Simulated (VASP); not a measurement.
# GaN (P6_3mc) in VASP: further runs, part 2 of 2

VASP 6.6.1. Earlier steps stand in the parts before.

## (4) Relaxation of cell and atoms, r2SCAN, target pressure 15 GPa, at which the enthalpy is minimised

The input, POSCAR:

```
GaN
1.0
    3.1831029069      0.0000000000      0.0000000000
   -1.5915514534      2.7566479802      0.0000000000
    0.0000000000      0.0000000000      5.1835997698
Ga N
2 2
Direct
    0.3333333333      0.6666666667     -0.0008900733
    0.6666666667      0.3333333333      0.4991099267
    0.3333333333      0.6666666667      0.3758900733
    0.6666666667      0.3333333333      0.8758900733
```

The input, INCAR.step1:

```
  PREC = Accurate
  ENCUT = 600
  ISMEAR = 0
  SIGMA = 0.01
  LREAL = False
  LASPH = True
  NELM = 80
  GGA = PE
  ALGO = Normal
  EDIFF = 1E-4
  LWAVE = True
  LCHARG = False
```

The input, INCAR.step2:

```
  PREC = Accurate
  ENCUT = 600
  EDIFF = 1E-6
  ISMEAR = 0
  SIGMA = 0.01
  LREAL = False
  LASPH = True
  NELM = 80
  ALGO = Normal
  ISIF = 3
  LWAVE = False
  LCHARG = False
  METAGGA = R2SCAN
  LMIXTAU = True
  IBRION = 2
  NSW = 100
  EDIFFG = -0.002
  PSTRESS = 150.0
  ISTART = 1
```

The input, KPOINTS:

```
regular mesh
0
Gamma
  8 8 4
```

Potentials or basis: VASP PAW PBE potentials, release 64 (Ga_d, N).

Command:

```console
> cat potpaw_PBE.64/Ga_d/POTCAR potpaw_PBE.64/N/POTCAR > POTCAR
> cp INCAR.step1 INCAR
> mpirun -np 1 vasp_std > vasp.out
> cp INCAR.step2 INCAR
> mpirun -np 1 vasp_std > vasp.out
```

OUTCAR:

```text
PREC = Accurate
   ENCUT = 600
   EDIFF = 1E-6
   ISMEAR = 0
   LREAL = False
   LASPH = True
   NELM = 80
   ISIF = 3
   METAGGA = R2SCAN
   IBRION = 2
   NSW = 100
   EDIFFG = -0.002
   PSTRESS = 150.0
   ISTART = 1

 ion  position               nearest neighbor table
   1  0.333  0.667  0.999-   4 1.95   4 1.95   4 1.95   3 1.95
   2  0.667  0.333  0.499-   3 1.95   3 1.95   3 1.95   4 1.95
   3  0.333  0.667  0.376-   2 1.95   2 1.95   2 1.95   1 1.95
   4  0.667  0.333  0.876-   1 1.95   1 1.95   1 1.95   2 1.95

  LATTYP: Found a hexagonal cell.
 ALAT       =     3.1831029069
 C/A-ratio  =     1.6284738261

  Lattice vectors:

 A1 = (   3.1831029069,   0.0000000000,   0.0000000000)
 A2 = (  -1.5915514534,   2.7566479802,   0.0000000000)
 A3 = (   0.0000000000,   0.0000000000,   5.1835997698)

Analysis of symmetry for initial positions (statically):
=====================================================================
 Subroutine PRICEL returns:
 Original cell was already a primitive cell.

 Routine SETGRP: Setting up the symmetry group for a
 hexagonal supercell.

 Subroutine GETGRP returns: Found 12 space group operations
 (whereof  6 operations were pure point group operations)
 out of a pool of 24 trial point group operations.

The static configuration has the point symmetry C_3v.
 The point group associated with its full space group is C_6v.

Analysis of symmetry for dynamics (positions and initial velocities):
=====================================================================
 Subroutine PRICEL returns:
 Original cell was already a primitive cell.

 Routine SETGRP: Setting up the symmetry group for a
 hexagonal supercell.

 Subroutine GETGRP returns: Found 12 space group operations
 (whereof  6 operations were pure point group operations)
 out of a pool of 24 trial point group operations.

The dynamic configuration has the point symmetry C_3v.
 The point group associated with its full space group is C_6v.

 Subroutine INISYM returns: Found 12 space group operations
 (whereof  6 operations are pure point group operations),
 and found     1 'primitive' translations

----------------------------------------------------------------------------------------

                                     Primitive cell

  volume of cell :      45.4845

  direct lattice vectors                    reciprocal lattice vectors
     3.183102907  0.000000000  0.000000000     0.314158866  0.181379706  0.000000000
    -1.591551453  2.756647980  0.000000000     0.000000000  0.362759412  0.000000000
     0.000000000  0.000000000  5.183599770     0.000000000  0.000000000  0.192916129

  length of vectors
     3.183102907  3.183102907  5.183599770     0.362759412  0.362759412  0.192916129

  position of ions in fractional coordinates (direct lattice)
     0.333333333  0.666666667  0.999109927
     0.666666667  0.333333333  0.499109927
     0.333333333  0.666666667  0.375890073
     0.666666667  0.333333333  0.875890073

  ion indices of the primitive-cell ions
   primitive index   ion index
                 1           1
                 2           2
                 3           3
[... 60 lines left out ...]
   ions per type =               2   2
   NGX,Y,Z   is equivalent  to a cutoff of  14.62, 14.62, 13.47 a.u.
   NGXF,Y,Z  is equivalent  to a cutoff of  29.25, 29.25, 26.94 a.u.
 SYSTEM =  unknown system
   PREC   = accura    normal or accurate (medium, high low for compatibility)
   ISTART =      1    job   : 0-new  1-cont  2-samecut
   ICHARG =      0    charge: 1-file 2-atom 10-const
   ISPIN  =      1    spin polarized calculation?
   LNONCOLLINEAR =      F non collinear calculations
   LSORBIT =      F    spin-orbit coupling
   LASPH  =      T    aspherical Exc in radial PAW
   ENCUT  =  600.0 eV  44.10 Ry    6.64 a.u.   6.36  6.36 10.35*2*pi/ulx,y,z
   NELM   =     80;   NELMIN=  2; NELMDL=  0     # of ELM steps
   EDIFF  = 0.1E-05   stopping-criterion for ELM
   LREAL  =      F    real-space projection
   EDIFFG = -.2E-02   stopping-criterion for IOM
   NSW    =    100    number of steps for IOM
   IBRION =      2    ionic relax: 0-MD 1-quasi-New 2-CG
   NFREE  =      1    steps in history (QN), initial steepest desc. (CG)
   ISIF   =      3    stress and relaxation
   ISYM   =      2    0-nonsym 1-usesym 2-fastsym
   POTIM  = 0.5000    time-step for ionic-motion
   TEBEG  =    0.0;   TEEND  =   0.0 temperature during run
   PSTRESS=  150.0 pullay stress
   NELECT =      36.0000    total number of electrons
   NUPDOWN=      -1.0000    fix difference up-down
   EMIN   =  10.00;   EMAX   =-10.00  energy-range for DOS
   EFERMI =   0.00;   METHOD = LEGACY
   ISMEAR =     0;   SIGMA  =   0.01  broadening in eV -4-tet -1-fermi 0-gaus
   EFERMI_NEDOS =   21; number of points for ismear=-14 and -15
   IALGO  =     38    algorithm
   IMIX   =      4    mixing-type and parameters
     AMIX     =   0.40;   BMIX     =  1.00
     AMIX_MAG =   1.60;   BMIX_MAG =  1.00
  volume/ion in A,a.u.               =      11.37        76.74
  Fermi-wavevector in a.u.,A,eV,Ry     =   1.514332  2.861673 31.200911  2.293202
  Thomas-Fermi vector in A             =   2.624004
   LORBIT       =      0    0 simple, 1 ext, 2 COOP (PROOUT), +10 PAW based schemes
   METAGGA = R2SCAN    functional components
   LHFCALC =     F    Hartree Fock is set to
   AEXX    =    0.0000 exact exchange contribution
   IVDW    =     0    specifies the selected vdW correction
   LEPSILON=     F    determine dielectric tensor
   LRPA    =     F    only Hartree local field effects (RPA)
 conjugate gradient relaxation of ions
 non-spin polarized calculation
 Gauss-broadening in eV      SIGMA  =   0.01
  energy-cutoff  :      600.00
  volume of cell :       45.48
 maximum number of plane-waves:      1538
 NGX is ok and might be reduce to    28
   NGX = 13   NGY = 13   NGZ = 21

--------------------------------------- Ionic step        1  -------------------------------------------

 number of electron      35.9999996 magnetization

 Free energy of the ion-electron system (eV)
  ---------------------------------------------------
  ext. energy  EPLUGINS =         0.00000000
  ---------------------------------------------------
  free energy    TOTEN  =       -43.82212440 eV

  energy without entropy =      -43.82212440  energy(sigma->0) =      -43.82212440

------------------------ aborting loop because EDIFF is reached ----------------------------------------

  FORCE on cell =-STRESS in cart. coord.  units (eV):
  Direction    XX          YY          ZZ          XY          YZ          ZX
  --------------------------------------------------------------------------------------
  -------------------------------------------------------------------------------------
  Total        0.3035384      0.3035384      0.3255437      0.0000000      0.0000000     -0.0000000
  in kB       10.6920431     10.6920431     11.4671745      0.0000000      0.0000000     -0.0000000
  external PRESSURE =    -139.0495798 kB  Pullay stress =     150.0000000 kB
[... 103 lines left out ...]
  energy  without entropy=      -43.6984021506  energy(sigma->0) =      -43.69840215

  enthalpy is  TOTEN    =       -39.6865323572 eV   P V=        4.0118697934

[... ionic steps 4 to 19 ...]

--------------------------------------- Ionic step       20  -------------------------------------------

 number of electron      36.0000001 magnetization

------------------------ aborting loop because EDIFF is reached ----------------------------------------
[... 75 lines left out ...]
--------------------------------------- Ionic step       22  -------------------------------------------

 number of electron      36.0000001 magnetization

 Free energy of the ion-electron system (eV)
  ---------------------------------------------------
  ext. energy  EPLUGINS =         0.00000000
  ---------------------------------------------------
  free energy    TOTEN  =       -43.69346878 eV

  energy without entropy =      -43.69346878  energy(sigma->0) =      -43.69346878

 E-fermi :   5.8331     XC(G=0): -13.0278

 val. band max:        5.7900413844   @ k =   0.0000   0.0000   0.0000
 cond. band min:       8.5545640003   @ k =   0.0000   0.0000   0.0000
 fundamental gap:      2.7645226159
 Fermi energy:         5.8330668582

 k-point     1 :       0.0000    0.0000    0.0000
  band No.  band energies     occupation
      1     -11.5744      2.00000
      2     -10.3813      2.00000
      3      -8.1022      2.00000
      4      -8.0839      2.00000
      5      -8.0839      2.00000
      6      -8.0015      2.00000
[... 589 lines left out ...]
     21      14.7032      0.00000
     22      14.7032      0.00000

 [... further k-points ...]

------------------------ aborting loop because EDIFF is reached ----------------------------------------

  FORCE on cell =-STRESS in cart. coord.  units (eV):
  Direction    XX          YY          ZZ          XY          YZ          ZX
  --------------------------------------------------------------------------------------
  -------------------------------------------------------------------------------------
  Total        4.0033754      4.0033754      4.0065614      0.0000000      0.0000000      0.0000000
  in kB      149.8697549    149.8697549    149.9890238      0.0000000      0.0000000      0.0000000
  external PRESSURE =      -0.0904888 kB  Pullay stress =     150.0000000 kB
[... 23 lines left out ...]
  energy  without entropy=      -43.6934687808  energy(sigma->0) =      -43.69346878

  enthalpy is  TOTEN    =       -39.6866142153 eV   P V=        4.0068545655

 reached required accuracy - stopping structural energy minimisation
```

Run time: 16 min. Hardware: 1 thread of Intel Xeon 6975P-C (Granite Rapids), shared host; peak memory 0.22 GiB.

What came out:

```yaml
Free_energy: -43.6935 eV
Relaxed_volume: 10.70 Å³/atom
Relaxed_cell: a = 3.119 Å, b = 3.119 Å, c = 5.080 Å, α = 90.00°, β = 90.00°, γ = 120.00°
Space_group_after_relaxing_to_0.1_Å: P6_3mc (No. 186)
Energy_change_on_relaxing_the_run_minimises_the_enthalpy: +32.2 meV/atom
Ionic_steps: 22
Pressure_after_relaxing: 15.0 GPa
Band_gap_on_the_k_mesh: 2.76 eV
```

The path:
```
step  energy change (eV)  largest force (eV/Å)  pressure (GPa)  volume (Å³)
   1              0.0000                0.0001            1.10        45.48
   2              0.7225                0.0459           41.10        39.29
   3              0.1237                0.0174           14.68        42.85
   4              0.1285                0.0176           15.00        42.80
   5              0.1335                0.0178           15.31        42.75
   6              0.1228                0.0122           14.62        42.86
   7              0.1289                0.0052           15.00        42.80
   8              0.1287                0.0026           15.01        42.80
   9              0.1257                0.0040           14.79        42.83
  10              0.1285                0.0045           15.05        42.80
  11              0.1271                0.0000           14.89        42.81
  12              0.1280                0.0029           14.97        42.81
  13              0.1281                0.0033           14.97        42.80
  14              0.1283                0.0052           14.96        42.80
  15              0.1296                0.0003           15.06        42.79
  16              0.1293                0.0034           14.96        42.79
  17              0.1295                0.0004           15.02        42.79
  18              0.1295                0.0005           15.04        42.79
  19              0.1283                0.0018           14.91        42.80
  20              0.1291                0.0023           15.17        42.79
  21              0.1286                0.0015           14.97        42.80
  22              0.1287                0.0017           14.99        42.80
```

Final structure:
```yaml
crystal:
  lattice:
    - [3.11904, 0.00000, 0.00000]
    - [-1.55952, 2.70116, 0.00000]
    - [0.00000, 0.00000, 5.07986]
  atoms:
    - { symbol: Ga, position: [0.33333, 0.66667, 0.99922] }
    - { symbol: Ga, position: [0.66667, 0.33333, 0.49922] }
    - { symbol: N, position: [0.33333, 0.66667, 0.37578] }
    - { symbol: N, position: [0.66667, 0.33333, 0.87578] }
```

Levels at points of the mesh, in eV from the valence-band top:
```
           k point  band 14  band 15  band 16  band 17  band 18  band 19  band 20  band 21  band 22
(0.00, 0.00, 0.00)    -1.15    -1.15    -0.05     0.00     0.00     2.76     5.23    10.33    10.96
(0.50, 0.00, 0.00)    -5.63    -4.59    -3.06    -2.43    -1.11     5.77     6.43     6.79     9.89
(0.00, 0.00, 0.50)    -4.05    -0.59    -0.59    -0.59    -0.59     5.18     5.18     9.52     9.52
(0.50, 0.00, 0.50)    -7.07    -2.17    -2.17    -2.09    -2.09     5.09     5.09     8.82     8.82
```

Caveat: the cell is relaxed towards a set pressure, so the run minimises the enthalpy, not the energy; the PAW data sets were made with another functional, which shifts forces and pressure a little.

## (5) Single point, r2SCAN

Edit POSCAR of step 4 so:

```diff
@@ -3,3 +3,3 @@
     3.1831029069      0.0000000000      0.0000000000
-   -1.5915514534      2.7566479802      0.0000000000
+   -1.5915514535      2.7566479802      0.0000000000
     0.0000000000      0.0000000000      5.1835997698
```

The input, INCAR.step1:

```
SYSTEM = GaN
  PREC = Accurate
  ENCUT = 520
  ISMEAR = -1
  SIGMA = 0.1
  LREAL = .FALSE.
  LASPH = .TRUE.
  NELM = 100
  NBANDS = 26
  GGA = PE
  ALGO = Normal
  EDIFF = 1E-4
  LWAVE = .TRUE.
  LCHARG = .FALSE.
```

The input, INCAR.step2:

```
SYSTEM = GaN
  PREC = Accurate
  ENCUT = 520
  EDIFF = 1E-7
  ISMEAR = -1
  SIGMA = 0.1
  LREAL = .FALSE.
  LASPH = .TRUE.
  NELM = 100
  ALGO = Normal
  ISIF = 2
  LWAVE = .FALSE.
  LCHARG = .FALSE.
  METAGGA = R2SCAN
  LMIXTAU = .TRUE.
  NBANDS = 26
  ISTART = 1
```

The input, KPOINTS:

```
Automatic mesh
0
G
  16 16 8
  0 0 0
```

Command:

```console
> cat potpaw_PBE.64/Ga_d/POTCAR potpaw_PBE.64/N/POTCAR > POTCAR
> cp INCAR.step1 INCAR
> mpirun -np 1 vasp_std > vasp.out
> cp INCAR.step2 INCAR
> mpirun -np 1 vasp_std > vasp.out
```

It took 4.2 min on 1 thread of Intel Xeon 6975P-C (Granite Rapids), shared host; peak memory 0.27 GiB.

The run converged. Its results:

- Free energy: -43.8209 eV
- Pressure: 1.1 GPa
- Largest force: 0.005 eV/Å
- Band gap on the k mesh: 2.34 eV

Forces on the atoms (eV/Å):
```
Ga   0.000  0.000  0.005
Ga   0.000  0.000  0.005
N    0.000  0.000 -0.005
N    0.000  0.000 -0.005
```

Stress tensor (GPa, compression positive):
```
1.14 0.00 0.00
0.00 1.14 0.00
0.00 0.00 1.01
```

Levels at points of the mesh, in eV from the valence-band top:
| k point | band 14 | band 15 | band 16 | band 17 | band 18 | band 19 | band 20 | band 21 | band 22 | band 23 |
| --- | --- | --- | --- | --- | --- | --- | --- | --- | --- | --- |
| (0.00, 0.00, 0.00) | -1.07 | -1.07 | -0.04 | 0.00 | 0.00 | 2.34 | 4.81 | 9.96 | 10.59 | 10.59 |
| (0.50, 0.00, 0.00) | -5.39 | -4.30 | -2.84 | -2.24 | -1.03 | 5.58 | 6.12 | 6.55 | 9.35 | 11.06 |
| (0.00, 0.00, 0.50) | -3.93 | -0.55 | -0.55 | -0.55 | -0.55 | 4.77 | 4.77 | 9.18 | 9.18 | 11.11 |
| (0.50, 0.00, 0.50) | -6.72 | -2.01 | -2.01 | -1.95 | -1.95 | 4.89 | 4.89 | 8.42 | 8.42 | 10.76 |

Caveat: the PAW data sets were made with another functional, which shifts forces and pressure a little. A k mesh can miss the band edges.

## (6) The runs side by side

```tsv
task	cell	k mesh	cutoff (eV)	smearing	gap on the mesh (eV)	pressure (GPa)
relaxation of cell and atoms	relaxed to 7 GPa from a = 3.183, b = 3.183, c = 5.184 Å, angles 90.0, 90.0, 120.0°, 4 atoms	8 × 8 × 4	600	gaussian 0.01 eV	2.53	7.0
relaxation of cell and atoms	relaxed to 10 GPa from a = 3.183, b = 3.183, c = 5.184 Å, angles 90.0, 90.0, 120.0°, 4 atoms	8 × 8 × 4	600	gaussian 0.01 eV	2.62	10.0
relaxation of cell and atoms	relaxed to 15 GPa from a = 3.183, b = 3.183, c = 5.184 Å, angles 90.0, 90.0, 120.0°, 4 atoms	8 × 8 × 4	600	gaussian 0.01 eV	2.76	15.0
single point	a = 3.183, b = 3.183, c = 5.184 Å, angles 90.0, 90.0, 120.0°, 4 atoms	16 × 16 × 8	520	fermi-dirac 0.1 eV	2.34	1.1
```

Alike in all rows: level r2SCAN; potentials or basis VASP PAW PBE potentials, release 64 (Ga_d, N); no spin polarisation.

Caveats: the PAW data sets were made with another functional, which shifts forces and pressure a little; the cell is relaxed towards a set pressure, so the run minimises the enthalpy, not the energy (at least some runs).

Absolute energies hang on the potentials; compare differences alone.
